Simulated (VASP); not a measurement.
# K (I4_1/amd) in VASP: relaxation of cell and atoms with PBE

Aim: the relaxation of cell and atoms of K with PBE.

Everything below comes from runs of VASP 6.6.1. Logs are shortened: lines on timing, memory, paths and dates and some standing lists are left out, and cuts for length are marked.

## Step 1: The cell of the first run

It takes space group I4_1/amd (No. 141, tetragonal). The conventional cell has a = 7.564 Å, b = 7.564 Å, c = 4.160 Å, α = 90.00°, β = 90.00°, γ = 90.00°. Within 5.1 Å of K (site symmetry -4m2) lie 10 K at 3.92 to 4.90 Å.

## Step 2: Relaxation of cell and atoms, PBE, target pressure 1.3 GPa, at which the enthalpy is minimised

Input file INCAR:

```
  PREC = Accurate
  ENCUT = 600
  EDIFF = 1E-7
  ISMEAR = -1
  SIGMA = 0.05
  LREAL = F
  LASPH = T
  NELM = 100
  ALGO = Normal
  ISIF = 3
  LWAVE = F
  LCHARG = F
  GGA = PE
  IBRION = 2
  NSW = 60
  EDIFFG = -0.005
  PSTRESS = 13.0
```

Input file KPOINTS:

```
regular mesh
0
Gamma
  11 11 11
```

Input file POSCAR:

```
K
1.0
   -3.7817780679      3.7817780679      2.0799779373
    3.7817780679     -3.7817780679      2.0799779373
    3.7817780679      3.7817780679     -2.0799779373
K
2
Direct
   -0.3750000000     -0.1250000000     -0.2500000000
    0.3750000000      0.1250000000      0.2500000000
```

Potentials or basis: VASP PAW PBE potentials, release 64 (K_sv).

Launch:

```console
$ cat potpaw_PBE.64/K_sv/POTCAR > POTCAR
$ mpirun -np 1 vasp_std > vasp.out
```

OUTCAR:

```text
PREC = Accurate
   ENCUT = 600
   EDIFF = 1E-7
   ISMEAR = -1
   LREAL = F
   LASPH = T
   NELM = 100
   ISIF = 3
   GGA = PE
   IBRION = 2
   NSW = 60
   EDIFFG = -0.005
   PSTRESS = 13.0

 ion  position               nearest neighbor table
   1  0.625  0.875  0.750-
   2  0.375  0.125  0.250-

  LATTYP: Found a body centered tetragonal cell.
 ALAT       =     7.5635561358
 C/A-ratio  =     0.5500000000

  Lattice vectors:

 A1 = (  -3.7817780679,   3.7817780679,   2.0799779373)
 A2 = (   3.7817780679,  -3.7817780679,   2.0799779373)
 A3 = (   3.7817780679,   3.7817780679,  -2.0799779373)

Analysis of symmetry for initial positions (statically):
=====================================================================
 Subroutine PRICEL returns:
 Original cell was already a primitive cell.

 Routine SETGRP: Setting up the symmetry group for a
 body centered tetragonal supercell.

 Subroutine GETGRP returns: Found 16 space group operations
 (whereof  4 operations were pure point group operations)
 out of a pool of 16 trial point group operations.

The static configuration has the point symmetry C_2h.
 The point group associated with its full space group is D_4h.

Analysis of symmetry for dynamics (positions and initial velocities):
=====================================================================
 Subroutine PRICEL returns:
 Original cell was already a primitive cell.

 Routine SETGRP: Setting up the symmetry group for a
 body centered tetragonal supercell.

 Subroutine GETGRP returns: Found 16 space group operations
 (whereof  4 operations were pure point group operations)
 out of a pool of 16 trial point group operations.

The dynamic configuration has the point symmetry C_2h.
 The point group associated with its full space group is D_4h.

 Subroutine INISYM returns: Found 16 space group operations
 (whereof  4 operations are pure point group operations),
 and found     1 'primitive' translations

----------------------------------------------------------------------------------------

                                     Primitive cell

  volume of cell :     118.9901

  direct lattice vectors                    reciprocal lattice vectors
    -3.781778068  3.781778068  2.079977937     0.000000000  0.132212941  0.240387165
     3.781778068 -3.781778068  2.079977937     0.132212941  0.000000000  0.240387165
     3.781778068  3.781778068 -2.079977937     0.132212941  0.132212941  0.000000000

  length of vectors
     5.738466601  5.738466601  5.738466601     0.274346954  0.274346954  0.186977334

  position of ions in fractional coordinates (direct lattice)
     0.625000000  0.875000000  0.750000000
     0.375000000  0.125000000  0.250000000

  ion indices of the primitive-cell ions
   primitive index   ion index
                 1           1
                 2           2

----------------------------------------------------------------------------------------

 KPOINTS: regular mesh

Automatic generation of k-mesh.
 Grid dimensions read from file:
 generate k-points for:   11   11   11

 Generating k-lattice:

  Cartesian coordinates                     Fractional coordinates (reciprocal lattice)
     0.000000000  0.012019358  0.021853379     0.090909091  0.000000000 -0.000000000
     0.012019358  0.000000000  0.021853379     0.000000000  0.090909091 -0.000000000
     0.012019358  0.012019358  0.000000000     0.000000000  0.000000000  0.090909091

  Length of vectors
     0.024940632  0.024940632  0.016997939

  Shift w.r.t. Gamma in fractional coordinates (k-lattice)
     0.000000000  0.000000000  0.000000000

 Subroutine IBZKPT returns following result:
 ===========================================

 Found    126 irreducible k-points:

 Following reciprocal coordinates:
            Coordinates               Weight
  0.000000  0.000000  0.000000      1.000000
  0.090909  0.000000  0.000000      8.000000
  0.181818  0.000000  0.000000      8.000000
  0.272727  0.000000  0.000000      8.000000
  0.363636 -0.000000  0.000000      8.000000
  0.454545 -0.000000  0.000000      8.000000
[... 16 lines left out ...]
 -0.272727  0.181818  0.000000     16.000000
 -0.181818  0.181818  0.000000      4.000000
 [... further k-points ...]
   k-points           NKPTS =    126   k-points in BZ     NKDIM =    126   number of bands    NBANDS=     13
   number of dos      NEDOS =    301   number of ions     NIONS =      2
   total plane-waves  NPLWV = 110592
   dimension x,y,z NGX =    48 NGY =   48 NGZ =   48
   dimension x,y,z NGXF=    96 NGYF=   96 NGZF=   96
   ions per type =               2
   NGX,Y,Z   is equivalent  to a cutoff of  13.91, 13.91, 13.91 a.u.
   NGXF,Y,Z  is equivalent  to a cutoff of  27.81, 27.81, 27.81 a.u.
 SYSTEM =  unknown system
   PREC   = accura    normal or accurate (medium, high low for compatibility)
   ISTART =      0    job   : 0-new  1-cont  2-samecut
   ICHARG =      2    charge: 1-file 2-atom 10-const
   ISPIN  =      1    spin polarized calculation?
   LNONCOLLINEAR =      F non collinear calculations
   LSORBIT =      F    spin-orbit coupling
   LASPH  =      T    aspherical Exc in radial PAW
   ENCUT  =  600.0 eV  44.10 Ry    6.64 a.u.  11.46 11.46 11.46*2*pi/ulx,y,z
   NELM   =    100;   NELMIN=  2; NELMDL= -5     # of ELM steps
   EDIFF  = 0.1E-06   stopping-criterion for ELM
   LREAL  =      F    real-space projection
   EDIFFG = -.5E-02   stopping-criterion for IOM
   NSW    =     60    number of steps for IOM
   IBRION =      2    ionic relax: 0-MD 1-quasi-New 2-CG
   NFREE  =      1    steps in history (QN), initial steepest desc. (CG)
   ISIF   =      3    stress and relaxation
   ISYM   =      2    0-nonsym 1-usesym 2-fastsym
   POTIM  = 0.5000    time-step for ionic-motion
   TEBEG  =    0.0;   TEEND  =   0.0 temperature during run
   PSTRESS=   13.0 pullay stress
   NELECT =      18.0000    total number of electrons
   NUPDOWN=      -1.0000    fix difference up-down
   EMIN   =  10.00;   EMAX   =-10.00  energy-range for DOS
   EFERMI =   0.00;   METHOD = LEGACY
   ISMEAR =    -1;   SIGMA  =   0.05  broadening in eV -4-tet -1-fermi 0-gaus
   EFERMI_NEDOS =   21; number of points for ismear=-14 and -15
   IALGO  =     38    algorithm
   IMIX   =      4    mixing-type and parameters
     AMIX     =   0.40;   BMIX     =  1.00
     AMIX_MAG =   1.60;   BMIX_MAG =  1.00
  volume/ion in A,a.u.               =      59.50       401.49
  Fermi-wavevector in a.u.,A,eV,Ry     =   0.872292  1.648394 10.352591  0.760894
  Thomas-Fermi vector in A             =   1.991521
   LORBIT       =      0    0 simple, 1 ext, 2 COOP (PROOUT), +10 PAW based schemes
   GGA     = PE    functional components
   LHFCALC =     F    Hartree Fock is set to
   AEXX    =    0.0000 exact exchange contribution
   IVDW    =     0    specifies the selected vdW correction
   LEPSILON=     F    determine dielectric tensor
   LRPA    =     F    only Hartree local field effects (RPA)
 conjugate gradient relaxation of ions
 non-spin polarized calculation
  energy-cutoff  :      600.00
  volume of cell :      118.99
 maximum number of plane-waves:      4013
 NGX is ok and might be reduce to    48
   NGX = 23   NGY = 23   NGZ = 23

--------------------------------------- Ionic step        1  -------------------------------------------

 number of electron      17.9999999 magnetization

 Free energy of the ion-electron system (eV)
  ---------------------------------------------------
  ext. energy  EPLUGINS =         0.00000000
  ---------------------------------------------------
  free energy    TOTEN  =        -1.86261475 eV

  energy without entropy =       -1.85121491  energy(sigma->0) =       -1.85691483

------------------------ aborting loop because EDIFF is reached ----------------------------------------

  FORCE on cell =-STRESS in cart. coord.  units (eV):
  Direction    XX          YY          ZZ          XY          YZ          ZX
  --------------------------------------------------------------------------------------
  -------------------------------------------------------------------------------------
  Total        0.9592252      0.9592252      0.9005214      0.0000000     -0.0000000      0.0000000
  in kB       12.9157720     12.9157720     12.1253367      0.0000000     -0.0000000      0.0000000
  external PRESSURE =      -0.3477064 kB  Pullay stress =      13.0000000 kB
[... 99 lines left out ...]
  enthalpy is  TOTEN    =        -0.8973019034 eV   P V=        0.9597337044

--------------------------------------- Ionic step        4  -------------------------------------------

 number of electron      17.9999999 magnetization

 Free energy of the ion-electron system (eV)
  ---------------------------------------------------
  ext. energy  EPLUGINS =         0.00000000
  ---------------------------------------------------
  free energy    TOTEN  =        -1.85766383 eV

  energy without entropy =       -1.84614289  energy(sigma->0) =       -1.85190336

 E-fermi :   0.4582     XC(G=0):  -6.2028

 val. band max:        0.4520583956   @ k =  -0.4545   0.2727   0.0909
 cond. band min:       0.4635286300   @ k =   0.3636   0.2727   0.0000
 fundamental gap:      0.0114702344
 Fermi energy:         0.4581843906

 k-point     1 :       0.0000    0.0000    0.0000
  band No.  band energies     occupation
      1     -31.7443      2.00000
      2     -31.7156      2.00000
      3     -15.3135      2.00000
      4     -15.3135      2.00000
      5     -15.1570      2.00000
      6     -15.1547      2.00000
      7     -15.1448      2.00000
      8     -15.1448      2.00000
      9      -2.0361      2.00000
     10       1.4653      0.00000
     11       2.8477      0.00000
     12       3.5186      0.00000
     13       3.5186      0.00000
[... 353 lines left out ...]
 k-point    24 :      -0.1818    0.1818    0.0000
  band No.  band energies     occupation
      1     -31.7420      2.00000
      2     -31.7179      2.00000
      3     -15.3024      2.00000
      4     -15.3021      2.00000
      5     -15.1744      2.00000
      6     -15.1606      2.00000
      7     -15.1531      2.00000
      8     -15.1408      2.00000
      9      -1.8290      2.00000
     10       1.1645      0.00000
     11       2.4818      0.00000
     12       3.5069      0.00000
     13       3.6429      0.00000

 [... further k-points ...]

------------------------ aborting loop because EDIFF is reached ----------------------------------------

  FORCE on cell =-STRESS in cart. coord.  units (eV):
  Direction    XX          YY          ZZ          XY          YZ          ZX
  --------------------------------------------------------------------------------------
  -------------------------------------------------------------------------------------
  Total        0.9685646      0.9685646      0.9580219      0.0000000      0.0000000      0.0000000
  in kB       13.1111942     13.1111942     12.9684799      0.0000000      0.0000000      0.0000000
  external PRESSURE =       0.0636228 kB  Pullay stress =      13.0000000 kB
[... 17 lines left out ...]
  FREE ENERGIE OF THE ION-ELECTRON SYSTEM (eV)
  ---------------------------------------------------
  free  energy   TOTEN  =        -1.8576638309 eV

  energy  without entropy=       -1.8461428949  energy(sigma->0) =       -1.85190336

  enthalpy is  TOTEN    =        -0.8973134902 eV   P V=        0.9603503407

 reached required accuracy - stopping structural energy minimisation
```

Run time: 12 min. Hardware: 1 thread of Intel Xeon 6975P-C, shared host; peak memory 0.47 GiB.

Results:

* Free energy: -1.8577 eV
* Relaxed volume: 59.18 Å³/atom
* Relaxed cell: a = 5.734 Å, b = 5.734 Å, c = 5.734 Å, α = 97.48°, β = 97.48°, γ = 137.70°
* Space group after relaxing (to 0.1 Å): I4_1/amd (No. 141)
* Energy change on relaxing (the run minimises the enthalpy): +2.5 meV/atom
* Ionic steps: 4
* Pressure after relaxing: 1.3 GPa
* Band gap on the k mesh: zero (bands 9 and 10 overlap by 1.65 eV)

Step by step:
| step | energy change (eV) | largest force (eV/Å) | pressure (GPa) | volume (Å³) |
| --- | --- | --- | --- | --- |
| 1 | 0.0000 | 0.0000 | 1.27 | 118.99 |
| 2 | 0.0017 | 0.0000 | 1.28 | 118.77 |
| 3 | 0.0056 | 0.0000 | 1.31 | 118.28 |
| 4 | 0.0050 | 0.0000 | 1.31 | 118.36 |

Final structure:
```
K
1.0
    -3.78178    3.78178    2.06892
     3.78178   -3.78178    2.06892
     3.78178    3.78178   -2.06892
K
2
Direct
  0.62500 0.87500 0.75000
  0.37500 0.12500 0.25000
```

Levels at points of the mesh, in eV from the Fermi level:
| k point | band 7 | band 8 | band 9 | band 10 | band 11 | band 12 |
| --- | --- | --- | --- | --- | --- | --- |
| (0.00, 0.00, 0.00) | -15.60 | -15.60 | -2.49 | 1.01 | 2.39 | 3.06 |

Caveat: the cell is relaxed towards a set pressure, so the run minimises the enthalpy, not the energy.
